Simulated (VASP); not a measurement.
Set up this calculation in VASP 6.6.1, as the native input.

* Task: single point
* Functional: r2SCAN
* Potentials or basis: VASP PAW PBE potentials, release 64 (Rb_sv)
* Cutoff: 550 eV
* k mesh: 7 × 7 × 7
* Occupations: fermi-dirac, width 0.05 eV
* Spin: no spin polarisation
* Dipole correction: no
* Further INCAR settings: ALGO = Normal; EDIFF = 1e-06; NBANDS = 10

Rb:

```
CELL_PARAMETERS angstrom
-2.80250 2.80250 2.80250
2.80250 -2.80250 2.80250
2.80250 2.80250 -2.80250
ATOMIC_POSITIONS crystal
Rb 0.00000 0.00000 0.00000
```

The input as run:

POSCAR

```
Rb
1.0
   -2.8025000000      2.8025000000      2.8025000000
    2.8025000000     -2.8025000000      2.8025000000
    2.8025000000      2.8025000000     -2.8025000000
Rb
1
Direct
    0.0000000000      0.0000000000      0.0000000000
```

INCAR.step1

```
SYSTEM = Rb
  PREC = Accurate
  ENCUT = 550
  ISMEAR = -1
  SIGMA = 0.05
  LREAL = .False.
  LASPH = .True.
  NELM = 120
  NBANDS = 10
  GGA = PE
  ALGO = Normal
  EDIFF = 1E-5
  LWAVE = .True.
  LCHARG = .False.
  GGA_COMPAT = .False.
```

INCAR.step2

```
SYSTEM = Rb
  PREC = Accurate
  ENCUT = 550
  EDIFF = 1E-6
  ISMEAR = -1
  SIGMA = 0.05
  LREAL = .False.
  LASPH = .True.
  NELM = 120
  ALGO = Normal
  ISIF = 2
  LWAVE = .False.
  LCHARG = .False.
  METAGGA = R2SCAN
  LMIXTAU = .True.
  NBANDS = 10
  ISTART = 1
  GGA_COMPAT = .False.
```

KPOINTS

```
regular mesh
0
Gamma
  7 7 7
  0 0 0
```

Potentials or basis: VASP PAW PBE potentials, release 64 (Rb_sv).

Command:

```console
$ cat potpaw_PBE.64/Rb_sv/POTCAR > POTCAR
$ cp INCAR.step1 INCAR
$ mpirun -np 1 vasp_std > vasp.out
$ cp INCAR.step2 INCAR
$ mpirun -np 1 vasp_std > vasp.out
```

Results of the run:

```json
{
 "Pressure": "0.2 GPa"
}
```

Caveat: the PAW data sets were made with another functional, which shifts forces and pressure a little.

Run time: 2.4 min on 1 thread of AMD EPYC 7R43 64-Core Processor (Zen 3) (shared host), peak memory 0.22 GiB.
